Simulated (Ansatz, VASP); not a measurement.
Two plane-wave programs on SnSe2

```
Sn Se
1.0
     3.75732    0.00000    0.00000
    -1.87866    3.25393    0.00000
     0.00000    0.00000    6.34875
Sn Se
1 2
Direct
  0.00000 0.00000 0.00000
  0.33333 0.66667 0.25807
  0.66667 0.33333 0.74193
```

Alike in both runs: task single point; functional PBEsol; k mesh 12 × 12 × 6; occupations gaussian, width 0.05 eV; no spin polarisation.

|  | VASP | Ansatz |
| --- | --- | --- |
| version | VASP 6.6.1 | Ansatz 0.2.0 |
| potentials or method | VASP PAW PBE potentials, release 64 (Sn_d, Se), cutoff 520 eV | scalar-relativistic, plane waves, PAW |
| valence electrons in the cell | 26 | 46 |

```tsv
	VASP	Ansatz	Ansatz less VASP
gap on the k mesh at the Fermi level (eV)	0.37	0.37	+0.003
least direct gap on the mesh (eV)	0.99	0.99	+0.003
pressure (GPa)	0.1	0.0	-0.10
traceless stress, the component that is largest in VASP (GPa)	-2.20	-2.22	-0.017
rms of the force components (eV/Å)	0.134	0.143	+0.0094
```

VASP's potentials were made for PBE, not for PBEsol. Atom by atom the forces differ by 0.009 eV/Å (rms over components). With one functional, cell and mesh, what is left measures potentials, basis and numerics. VASP's potentials hold 26 valence electrons a cell and Ansatz's 46, so a difference there can come from the potentials and not from the codes.
